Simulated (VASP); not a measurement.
# CdS (P6_3mc) in VASP: notebook, part 2 of 2

VASP 6.6.1.

## Step 3: Single point, r2SCAN

File POSCAR:

```
CdS
1.0
    4.1646212284      0.0000000000      0.0000000000
   -2.0823106142      3.6066677809      0.0000000000
    0.0000000000      0.0000000000      6.7659754677
Cd S
2 2
Direct
    0.3333333333      0.6666666667     -0.0009650866
    0.6666666667      0.3333333333      0.4990349134
    0.3333333333      0.6666666667      0.3759650866
    0.6666666667      0.3333333333      0.8759650866
```

File INCAR.step1:

```
SYSTEM = CdS
  ALGO = Normal
  EDIFF = 1E-4
  ENCUT = 520
  GGA = PE
  ISMEAR = 0
  LASPH = .True.
  LCHARG = .False.
  LREAL = .False.
  LWAVE = .True.
  NBANDS = 26
  NELM = 100
  PREC = Accurate
  SIGMA = 0.01
```

File INCAR.step2:

```
SYSTEM = CdS
  ALGO = Normal
  EDIFF = 1E-7
  ENCUT = 520
  ISIF = 2
  ISMEAR = 0
  ISTART = 1
  LASPH = .True.
  LCHARG = .False.
  LMIXTAU = .True.
  LREAL = .False.
  LWAVE = .False.
  METAGGA = R2SCAN
  NBANDS = 26
  NELM = 100
  PREC = Accurate
  SIGMA = 0.01
```

File KPOINTS:

```
k-points
0
Gamma
  6 6 2
  0 0 0
```

Potentials or basis: VASP PAW PBE potentials, release 64 (Cd, S).

Started as:

```bash
cat potpaw_PBE.64/Cd/POTCAR potpaw_PBE.64/S/POTCAR > POTCAR
cp INCAR.step1 INCAR
mpirun -np 1 vasp_std > vasp.out
cp INCAR.step2 INCAR
mpirun -np 1 vasp_std > vasp.out
```

OUTCAR:

```text
SYSTEM = CdS
   EDIFF = 1E-7
   ENCUT = 520
   ISIF = 2
   ISMEAR = 0
   ISTART = 1
   LASPH = .True.
   LREAL = .False.
   METAGGA = R2SCAN
   NELM = 100
   PREC = Accurate

 ion  position               nearest neighbor table
   1  0.333  0.667  0.999-   4 2.54   4 2.54   4 2.54   3 2.55
   2  0.667  0.333  0.499-   3 2.54   3 2.54   3 2.54   4 2.55
   3  0.333  0.667  0.376-   2 2.54   2 2.54   2 2.54   1 2.55
   4  0.667  0.333  0.876-   1 2.54   1 2.54   1 2.54   2 2.55

  LATTYP: Found a hexagonal cell.
 ALAT       =     4.1646212284
 C/A-ratio  =     1.6246316523

  Lattice vectors:

 A1 = (   4.1646212284,   0.0000000000,   0.0000000000)
 A2 = (  -2.0823106142,   3.6066677809,   0.0000000000)
 A3 = (   0.0000000000,   0.0000000000,   6.7659754677)

Analysis of symmetry for initial positions (statically):
=====================================================================
 Subroutine PRICEL returns:
 Original cell was already a primitive cell.

 Routine SETGRP: Setting up the symmetry group for a
 hexagonal supercell.

 Subroutine GETGRP returns: Found 12 space group operations
 (whereof  6 operations were pure point group operations)
 out of a pool of 24 trial point group operations.

The static configuration has the point symmetry C_3v.
 The point group associated with its full space group is C_6v.

Analysis of symmetry for dynamics (positions and initial velocities):
=====================================================================
 Subroutine PRICEL returns:
 Original cell was already a primitive cell.

 Routine SETGRP: Setting up the symmetry group for a
 hexagonal supercell.

 Subroutine GETGRP returns: Found 12 space group operations
 (whereof  6 operations were pure point group operations)
 out of a pool of 24 trial point group operations.

The dynamic configuration has the point symmetry C_3v.
 The point group associated with its full space group is C_6v.

[... 109 lines left out ...]
   IMIX   =      4    mixing-type and parameters
     AMIX     =   0.40;   BMIX     =  1.00
     AMIX_MAG =   1.60;   BMIX_MAG =  1.00
  volume/ion in A,a.u.               =      25.41       171.45
  Fermi-wavevector in a.u.,A,eV,Ry     =   1.158346  2.188957 18.255828  1.341765
  Thomas-Fermi vector in A             =   2.294949
   LORBIT       =      0    0 simple, 1 ext, 2 COOP (PROOUT), +10 PAW based schemes
   METAGGA = R2SCAN    functional components
   LHFCALC =     F    Hartree Fock is set to
   AEXX    =    0.0000 exact exchange contribution
   IVDW    =     0    specifies the selected vdW correction
   LEPSILON=     F    determine dielectric tensor
   LRPA    =     F    only Hartree local field effects (RPA)
 non-spin polarized calculation
 Gauss-broadening in eV      SIGMA  =   0.01
  energy-cutoff  :      520.00
  volume of cell :      101.63
 maximum number of plane-waves:      2786
 NGX is ok and might be reduce to    32
   NGX = 15   NGY = 15   NGZ = 25

 number of electron      35.9999998 magnetization

 Free energy of the ion-electron system (eV)
  ---------------------------------------------------
  ext. energy  EPLUGINS =         0.00000000
  ---------------------------------------------------
  free energy    TOTEN  =       -59.38017032 eV

  energy without entropy =      -59.38017032  energy(sigma->0) =      -59.38017032

 E-fermi :   0.9001     XC(G=0):  -9.6088

 val. band max:        0.8439082571   @ k =   0.0000   0.0000   0.0000
 cond. band min:       2.4706853742   @ k =   0.0000   0.0000   0.0000
 fundamental gap:      1.6267771170
 Fermi energy:         0.9001009834

 k-point     1 :       0.0000    0.0000    0.0000
  band No.  band energies     occupation
      1     -11.8841      2.00000
      2     -11.4703      2.00000
      3      -7.0163      2.00000
      4      -7.0117      2.00000
      5      -7.0117      2.00000
      6      -6.9254      2.00000
[... 395 lines left out ...]
     25      10.6105      0.00000
     26      10.6105      0.00000

------------------------ aborting loop because EDIFF is reached ----------------------------------------

  FORCE on cell =-STRESS in cart. coord.  units (eV):
  Direction    XX          YY          ZZ          XY          YZ          ZX
  --------------------------------------------------------------------------------------
  -------------------------------------------------------------------------------------
  Total        0.1740586      0.1740586      0.1709584      0.0000000      0.0000000      0.0000000
  in kB        2.7440627      2.7440627      2.6951874      0.0000000      0.0000000      0.0000000
  external PRESSURE =       2.7277709 kB  Pullay stress =       0.0000000 kB

 VOLUME and BASIS-vectors are now :
 -----------------------------------------------------------------------------
  energy-cutoff  :      520.00
  volume of cell :      101.63
      direct lattice vectors                 reciprocal lattice vectors
     4.164621228  0.000000000  0.000000000     0.240117875  0.138632120  0.000000000
    -2.082310614  3.606667781  0.000000000     0.000000000  0.277264240  0.000000000
     0.000000000  0.000000000  6.765975468     0.000000000  0.000000000  0.147798348

 POSITION                                       TOTAL-FORCE (eV/Angst)
 -----------------------------------------------------------------------------------
     -0.00000      2.40445      6.75945        -0.000000      0.000000      0.000176
      2.08231      1.20222      3.37646         0.000000     -0.000000      0.000176
     -0.00000      2.40445      2.54377         0.000000     -0.000000     -0.000176
      2.08231      1.20222      5.92676         0.000000     -0.000000     -0.000176
 -----------------------------------------------------------------------------------
    total drift:                               -0.000000     -0.000000     -0.007669

  FREE ENERGIE OF THE ION-ELECTRON SYSTEM (eV)
  ---------------------------------------------------
  free  energy   TOTEN  =       -59.3801703208 eV

  energy  without entropy=      -59.3801703208  energy(sigma->0) =      -59.38017032
```

Wall time 3.9 min (1 thread of AMD EPYC 7R13, shared host); peak memory 0.21 GiB.

What came out:

| Property | Result |
| --- | --- |
| Free energy | -59.3802 eV |
| Pressure | 0.3 GPa |
| Band gap on the k mesh | 1.63 eV |

Caveat: the k points lie up to 0.46 Å⁻¹ apart; the PAW data sets were made with another functional, which shifts forces and pressure a little.

## Step 4: Single point, r2SCAN

POSCAR is that of step 3.

File INCAR.step1:

```
SYSTEM = CdS
PREC = Accurate ; ENCUT = 520
ISMEAR = 0 ; SIGMA = 0.01
LREAL = .FALSE. ; LASPH = .TRUE.
NELM = 100 ; NBANDS = 26
GGA = PE ; ALGO = Normal
EDIFF = 1E-4 ; LWAVE = .TRUE.
LCHARG = .FALSE.
```

File INCAR.step2:

```
SYSTEM = CdS
PREC = Accurate ; ENCUT = 520
EDIFF = 1E-7 ; ISMEAR = 0
SIGMA = 0.01 ; LREAL = .FALSE.
LASPH = .TRUE. ; NELM = 100
ALGO = Normal ; ISIF = 2
LWAVE = .FALSE. ; LCHARG = .FALSE.
METAGGA = R2SCAN ; LMIXTAU = .TRUE.
NBANDS = 26 ; ISTART = 1
```

File KPOINTS:

```
Automatic mesh
0
G
  6 6 4
  0 0 0
```

Started as:

```bash
cat potpaw_PBE.64/Cd/POTCAR potpaw_PBE.64/S/POTCAR > POTCAR
cp INCAR.step1 INCAR
mpirun -np 1 vasp_std > vasp.out
cp INCAR.step2 INCAR
mpirun -np 1 vasp_std > vasp.out
```

Run time: 5.9 min. Hardware: 1 thread of AMD EPYC 7R13, shared host; peak memory 0.22 GiB.

The run converged. Its results:

- Free energy: -59.3809 eV
- Pressure: 0.3 GPa
- Band gap on the k mesh: 1.63 eV

Levels at points of the mesh, in eV from the valence-band top:
```tsv
k point	band 15	band 16	band 17	band 18	band 19	band 20	band 21	band 22
(0.00, 0.00, 0.00)	-0.74	-0.04	0.00	0.00	1.63	3.22	6.99	6.99
(0.50, 0.00, 0.00)	-2.60	-1.85	-1.26	-0.74	4.15	4.25	5.43	6.84
(0.00, 0.00, 0.50)	-0.38	-0.38	-0.38	-0.38	3.26	3.26	6.62	6.62
(0.50, 0.00, 0.50)	-1.33	-1.33	-1.30	-1.30	3.87	3.87	5.79	5.79
```

Caveat: the PAW data sets were made with another functional, which shifts forces and pressure a little.

## Step 5: The runs side by side

| level | k mesh | gap on the mesh (eV) | pressure (GPa) |
| --- | --- | --- | --- |
| PBE | 6 × 6 × 4 | 1.17 | 1.7 |
| r2SCAN | 6 × 6 × 2 | 1.63 | 0.3 |
| r2SCAN | 6 × 6 × 4 | 1.63 | 0.3 |

Alike in all rows: task single point; potentials or basis VASP PAW PBE potentials, release 64 (Cd, S); no spin polarisation; cell as given; cutoff (eV) 520; smearing gaussian 0.01 eV.

Caveats: some runs use coarse meshes; the PAW data sets were made with another functional, which shifts forces and pressure a little (at least some runs).

Total energies depend on the potentials used, so only differences within one code and one set of settings carry meaning.

## Step 6: How close it comes

Step 4. A measured gap of CdS is 2.5809 eV (quoted in “Isotope dependence of band-gap energy”, 2008, arxiv:0807.2152); the calculated 1.63 eV misses it by -0.95 eV. Spin-orbit coupling on Cd is left out. The value is that of r2SCAN, without temperature or zero-point motion.
